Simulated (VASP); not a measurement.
# MgH2 in VASP: single point with PBE

Aim: the single point of MgH2 with PBE.

Everything below comes from runs of VASP 6.6.1. Logs are shortened: lines on timing, memory, paths and dates and some standing lists are left out, and cuts for length are marked.

**1. The cell of the first run**

The typed cell holds 12 atoms: a = 5.441 Å, b = 4.506 Å, c = 4.927 Å, α = 90.00°, β = 90.00°, γ = 90.00°.

**2. Single point, PBE**

INCAR

```
SYSTEM = MgH2
ALGO = Normal
EDIFF = 1E-6
ENCUT = 520
GGA = PE
ISIF = 2
ISMEAR = 0
LASPH = .True.
LCHARG = .False.
LREAL = .False.
LWAVE = .False.
NBANDS = 20
NELM = 100
PREC = Accurate
SIGMA = 0.02
```

KPOINTS

```
k-points
0
Gamma
  6 6 6
  0 0 0
```

POSCAR

```
MgH2
1.0
    5.4405447466      0.0000000000      0.0000000000
    0.0000000000      4.5062144997      0.0000000000
    0.0000000000      0.0000000000      4.9274868774
Mg H
4 8
Direct
    0.9169384648      0.7500028398      0.7127850296
    0.4169384648      0.2499971602      0.7127850296
    0.5830615352      0.7500028398      0.2127850296
    0.0830615352      0.2499971602      0.2127850296
    0.3596412043      0.4781794738      0.0431451152
    0.3596045883      0.0217752603      0.3824708552
    0.1403587957      0.4781794738      0.5431451152
    0.6403954117      0.9782247397      0.8824708552
    0.1403954117      0.0217752603      0.8824708552
    0.6403587957      0.5218205262      0.5431451152
    0.8596412043      0.5218205262      0.0431451152
    0.8596045883      0.9782247397      0.3824708552
```

Potentials or basis: VASP PAW PBE potentials, release 64 (Mg, H).

Launch:

```
$ cat potpaw_PBE.64/Mg/POTCAR potpaw_PBE.64/H/POTCAR > POTCAR
$ mpirun -np 1 vasp_std > vasp.out
```

OUTCAR:

```text
SYSTEM = MgH2
   EDIFF = 1E-6
   ENCUT = 520
   GGA = PE
   ISIF = 2
   ISMEAR = 0
   LASPH = .True.
   LREAL = .False.
   NELM = 100
   PREC = Accurate

 ion  position               nearest neighbor table
   1  0.917  0.750  0.713-   7 1.92   9 1.92  12 1.95  11 1.95  10 2.01   8 2.01   3 3.06   3 3.06
                             4 3.46   4 3.46   4 3.46   4 3.46   2 3.53   2 3.53   2 3.53   2 3.53
   2  0.417  0.250  0.713-  10 1.92   8 1.92   6 1.95   5 1.95   7 2.01   9 2.01   4 3.06   4 3.06
                             3 3.46   3 3.46   3 3.46   3 3.46   1 3.53   1 3.53   1 3.53   1 3.53
   3  0.583  0.750  0.213-   5 1.92   6 1.92   8 1.95  10 1.95  11 2.01  12 2.01   1 3.06   1 3.06
                             2 3.46   2 3.46   2 3.46   2 3.46   4 3.53   4 3.53   4 3.53   4 3.53
   4  0.083  0.250  0.213-  11 1.92  12 1.92   9 1.95   7 1.95   5 2.01   6 2.01   2 3.06   2 3.06
                             1 3.46   1 3.46   1 3.46   1 3.46   3 3.53   3 3.53   3 3.53   3 3.53
   5  0.360  0.478  0.043-   3 1.92   2 1.95   4 2.01
   6  0.360  0.022  0.382-   3 1.92   2 1.95   4 2.01
   7  0.140  0.478  0.543-   1 1.92   4 1.95   2 2.01
   8  0.640  0.978  0.882-   2 1.92   3 1.95   1 2.01
   9  0.140  0.022  0.882-   1 1.92   4 1.95   2 2.01
  10  0.640  0.522  0.543-   2 1.92   3 1.95   1 2.01
  11  0.860  0.522  0.043-   4 1.92   1 1.95   3 2.01
  12  0.860  0.978  0.382-   4 1.92   1 1.95   3 2.01

  LATTYP: Found a simple orthorhombic cell.
 ALAT       =     4.5062144997
 B/A-ratio  =     1.0934869784
 C/A-ratio  =     1.2073426036

  Lattice vectors:

 A1 = (   0.0000000000,   4.5062144997,   0.0000000000)
 A2 = (   0.0000000000,   0.0000000000,   4.9274868774)
 A3 = (   5.4405447466,   0.0000000000,   0.0000000000)

Analysis of symmetry for initial positions (statically):
=====================================================================
 Subroutine PRICEL returns:
 Original cell was already a primitive cell.

 Routine SETGRP: Setting up the symmetry group for a
 simple orthorhombic supercell.

 Subroutine GETGRP returns: Found  4 space group operations
 (whereof  1 operations were pure point group operations)
 out of a pool of  8 trial point group operations.

The static configuration has the point symmetry C_1 .
 The point group associated with its full space group is C_2v.

Analysis of symmetry for dynamics (positions and initial velocities):
=====================================================================
 Subroutine PRICEL returns:
 Original cell was already a primitive cell.

 Routine SETGRP: Setting up the symmetry group for a
 simple orthorhombic supercell.

 Subroutine GETGRP returns: Found  4 space group operations
 (whereof  1 operations were pure point group operations)
 out of a pool of  8 trial point group operations.

The dynamic configuration has the point symmetry C_1 .
 The point group associated with its full space group is C_2v.

 Subroutine INISYM returns: Found  4 space group operations
 (whereof  1 operations are pure point group operations),
 and found     1 'primitive' translations

----------------------------------------------------------------------------------------

                                     Primitive cell

  volume of cell :     120.8036

  direct lattice vectors                    reciprocal lattice vectors
     5.440544747  0.000000000  0.000000000     0.183805124  0.000000000  0.000000000
     0.000000000  4.506214500  0.000000000     0.000000000  0.221915757  0.000000000
     0.000000000  0.000000000  4.927486877     0.000000000  0.000000000  0.202943209

  length of vectors
     5.440544747  4.506214500  4.927486877     0.183805124  0.221915757  0.202943209

  position of ions in fractional coordinates (direct lattice)
     0.916938465  0.750002840  0.712785030
     0.416938465  0.249997160  0.712785030
     0.583061535  0.750002840  0.212785030
     0.083061535  0.249997160  0.212785030
     0.359641204  0.478179474  0.043145115
     0.359604588  0.021775260  0.382470855
     0.140358796  0.478179474  0.543145115
     0.640395412  0.978224740  0.882470855
     0.140395412  0.021775260  0.882470855
     0.640358796  0.521820526  0.543145115
     0.859641204  0.521820526  0.043145115
     0.859604588  0.978224740  0.382470855

  ion indices of the primitive-cell ions
   primitive index   ion index
                 1           1
                 2           2
                 3           3
                 4           4
                 5           5
                 6           6
                 7           7
                 8           8
                 9           9
                10          10
                11          11
                12          12

----------------------------------------------------------------------------------------

 KPOINTS: k-points

Automatic generation of k-mesh.
 Grid dimensions read from file:
 generate k-points for:    6    6    6

 Generating k-lattice:

  Cartesian coordinates                     Fractional coordinates (reciprocal lattice)
     0.030634187  0.000000000  0.000000000     0.166666667  0.000000000  0.000000000
     0.000000000  0.036985959  0.000000000     0.000000000  0.166666667  0.000000000
     0.000000000  0.000000000  0.033823868     0.000000000  0.000000000  0.166666667

  Length of vectors
     0.030634187  0.036985959  0.033823868

  Shift w.r.t. Gamma in fractional coordinates (k-lattice)
     0.000000000  0.000000000  0.000000000

 Subroutine IBZKPT returns following result:
 ===========================================

 Found     64 irreducible k-points:

 Following reciprocal coordinates:
            Coordinates               Weight
  0.000000  0.000000  0.000000      1.000000
  0.166667  0.000000  0.000000      2.000000
  0.333333  0.000000  0.000000      2.000000
  0.500000  0.000000  0.000000      1.000000
  0.000000  0.166667  0.000000      2.000000
  0.166667  0.166667  0.000000      4.000000
[... 16 lines left out ...]
  0.333333  0.166667  0.166667      8.000000
  0.500000  0.166667  0.166667      4.000000
 [... further k-points ...]
   k-points           NKPTS =     64   k-points in BZ     NKDIM =     64   number of bands    NBANDS=     20
   number of dos      NEDOS =    301   number of ions     NIONS =     12
   total plane-waves  NPLWV =  57600
   dimension x,y,z NGX =    40 NGY =   36 NGZ =   40
   dimension x,y,z NGXF=    80 NGYF=   72 NGZF=   80
   ions per type =               4   8
   NGX,Y,Z   is equivalent  to a cutoff of  12.22, 13.28, 13.50 a.u.
   NGXF,Y,Z  is equivalent  to a cutoff of  24.45, 26.56, 26.99 a.u.
 SYSTEM =  MgH2
   PREC   = accura    normal or accurate (medium, high low for compatibility)
   ISTART =      0    job   : 0-new  1-cont  2-samecut
   ICHARG =      2    charge: 1-file 2-atom 10-const
   ISPIN  =      1    spin polarized calculation?
   LNONCOLLINEAR =      F non collinear calculations
   LSORBIT =      F    spin-orbit coupling
   LASPH  =      T    aspherical Exc in radial PAW
   ENCUT  =  520.0 eV  38.22 Ry    6.18 a.u.  10.12  8.38  9.16*2*pi/ulx,y,z
   NELM   =    100;   NELMIN=  2; NELMDL= -5     # of ELM steps
   EDIFF  = 0.1E-05   stopping-criterion for ELM
   LREAL  =      F    real-space projection
   EDIFFG = 0.1E-04   stopping-criterion for IOM
   NSW    =      0    number of steps for IOM
   IBRION =     -1    ionic relax: 0-MD 1-quasi-New 2-CG
   NFREE  =      0    steps in history (QN), initial steepest desc. (CG)
   ISIF   =      2    stress and relaxation
   ISYM   =      2    0-nonsym 1-usesym 2-fastsym
   POTIM  = 0.5000    time-step for ionic-motion
   TEBEG  =    0.0;   TEEND  =   0.0 temperature during run
   PSTRESS=    0.0 pullay stress
   NELECT =      16.0000    total number of electrons
   NUPDOWN=      -1.0000    fix difference up-down
   EMIN   =  10.00;   EMAX   =-10.00  energy-range for DOS
   EFERMI =   0.00;   METHOD = LEGACY
   ISMEAR =     0;   SIGMA  =   0.02  broadening in eV -4-tet -1-fermi 0-gaus
   EFERMI_NEDOS =   21; number of points for ismear=-14 and -15
   IALGO  =     38    algorithm
   IMIX   =      4    mixing-type and parameters
     AMIX     =   0.40;   BMIX     =  1.00
     AMIX_MAG =   1.60;   BMIX_MAG =  1.00
  volume/ion in A,a.u.               =      10.07        67.94
  Fermi-wavevector in a.u.,A,eV,Ry     =   0.834491  1.576959  9.474757  0.696375
  Thomas-Fermi vector in A             =   1.947891
   LORBIT       =      0    0 simple, 1 ext, 2 COOP (PROOUT), +10 PAW based schemes
   GGA     = PE    functional components
   LHFCALC =     F    Hartree Fock is set to
   AEXX    =    0.0000 exact exchange contribution
   IVDW    =     0    specifies the selected vdW correction
   LEPSILON=     F    determine dielectric tensor
   LRPA    =     F    only Hartree local field effects (RPA)
 non-spin polarized calculation
 Gauss-broadening in eV      SIGMA  =   0.02
  energy-cutoff  :      520.00
  volume of cell :      120.80
 maximum number of plane-waves:      3288
   NGX = 21   NGY = 17   NGZ = 19

 number of electron      15.9999995 magnetization

 Free energy of the ion-electron system (eV)
  ---------------------------------------------------
  ext. energy  EPLUGINS =         0.00000000
  ---------------------------------------------------
  free energy    TOTEN  =       -35.30077953 eV

  energy without entropy =      -35.30077953  energy(sigma->0) =      -35.30077953

 E-fermi :  -0.2378     XC(G=0):  -8.4764

 val. band max:       -0.3383852735   @ k =   0.0000   0.0000   0.0000
 cond. band min:       3.2955166639   @ k =   0.0000   0.3333   0.0000
 fundamental gap:      3.6339019374
 Fermi energy:        -0.2378279609

 k-point     1 :       0.0000    0.0000    0.0000
  band No.  band energies     occupation
      1      -7.0157      2.00000
      2      -3.2543      2.00000
      3      -2.7865      2.00000
      4      -2.4647      2.00000
      5      -2.1812      2.00000
      6      -1.2023      2.00000
[... 541 lines left out ...]
     19      10.1828      0.00000
     20      10.3833      0.00000

 [... further k-points ...]

------------------------ aborting loop because EDIFF is reached ----------------------------------------

  FORCE on cell =-STRESS in cart. coord.  units (eV):
  Direction    XX          YY          ZZ          XY          YZ          ZX
  --------------------------------------------------------------------------------------
  -------------------------------------------------------------------------------------
  Total       -0.1966110     -0.2108766     -0.2313988      0.0000000      0.0000000      0.0000000
  in kB       -2.6075856     -2.7967855     -3.0689654      0.0000000      0.0000000      0.0000000
  external PRESSURE =      -2.8244455 kB  Pullay stress =       0.0000000 kB

 VOLUME and BASIS-vectors are now :
 -----------------------------------------------------------------------------
  energy-cutoff  :      520.00
  volume of cell :      120.80
      direct lattice vectors                 reciprocal lattice vectors
     5.440544747  0.000000000  0.000000000     0.183805124  0.000000000  0.000000000
     0.000000000  4.506214500  0.000000000     0.000000000  0.221915757  0.000000000
     0.000000000  0.000000000  4.927486877     0.000000000  0.000000000  0.202943209

 POSITION                                       TOTAL-FORCE (eV/Angst)
 -----------------------------------------------------------------------------------
      4.98864      3.37967      3.51224        -0.005211      0.000111      0.000231
      2.26837      1.12654      3.51224        -0.005211     -0.000111      0.000231
      3.17217      3.37967      1.04850         0.005211      0.000111      0.000231
      0.45190      1.12654      1.04850         0.005211     -0.000111      0.000231
      1.95664      2.15478      0.21260         0.001459     -0.000650      0.000569
      1.95644      0.09812      1.88462         0.001662      0.000687     -0.000801
      0.76363      2.15478      2.67634        -0.001459     -0.000650      0.000569
      3.48410      4.40809      4.34836        -0.001662     -0.000687     -0.000801
      0.76383      0.09812      4.34836        -0.001662      0.000687     -0.000801
      3.48390      2.35144      2.67634        -0.001459      0.000650      0.000569
      4.67692      2.35144      0.21260         0.001459      0.000650      0.000569
      4.67672      4.40809      1.88462         0.001662     -0.000687     -0.000801
 -----------------------------------------------------------------------------------
    total drift:                                0.000000      0.000000      0.000044

  FREE ENERGIE OF THE ION-ELECTRON SYSTEM (eV)
  ---------------------------------------------------
  free  energy   TOTEN  =       -35.3007795293 eV

  energy  without entropy=      -35.3007795293  energy(sigma->0) =      -35.30077953
```

It took 57 s on 1 thread of AMD EPYC 9R45 (Zen 5), shared host; peak memory 0.26 GiB.

Results:

| Quantity | Value |
| --- | --- |
| Free energy | -35.3008 eV |
| Pressure | -0.3 GPa |
| Largest force | 0.005 eV/Å |
| Band gap on the k mesh | 3.63 eV (least direct gap 3.80 eV) |

Forces on the atoms (eV/Å):
```
Mg  -0.005  0.000  0.000
Mg  -0.005  0.000  0.000
Mg   0.005  0.000  0.000
Mg   0.005  0.000  0.000
H    0.001 -0.001  0.001
H    0.002  0.001 -0.001
H   -0.001 -0.001  0.001
H   -0.002 -0.001 -0.001
H   -0.002  0.001 -0.001
H   -0.001  0.001  0.001
H    0.001  0.001  0.001
H    0.002 -0.001 -0.001
```

Levels at points of the mesh, in eV from the valence-band top:
```tsv
k point	band 5	band 6	band 7	band 8	band 9	band 10	band 11	band 12
(0.00, 0.00, 0.00)	-1.84	-0.86	-0.23	0.00	3.80	4.46	5.85	6.50
(0.50, 0.00, 0.00)	-1.05	-1.05	-0.51	-0.51	4.69	4.69	5.38	5.38
(0.00, 0.50, 0.00)	-1.49	-1.49	-1.08	-1.08	3.90	3.90	5.63	5.63
(0.50, 0.50, 0.00)	-1.08	-1.08	-0.62	-0.62	4.99	4.99	5.14	5.14
(0.00, 0.00, 0.50)	-0.95	-0.95	-0.67	-0.67	4.82	4.82	5.31	5.31
(0.50, 0.00, 0.50)	-0.38	-0.38	-0.38	-0.38	6.01	6.01	6.01	6.01
(0.00, 0.50, 0.50)	-1.10	-1.10	-1.10	-1.10	4.29	4.29	4.29	4.29
(0.50, 0.50, 0.50)	-2.32	-2.32	-2.32	-2.32	6.94	6.94	6.94	6.94
```

A k mesh can miss the band edges.
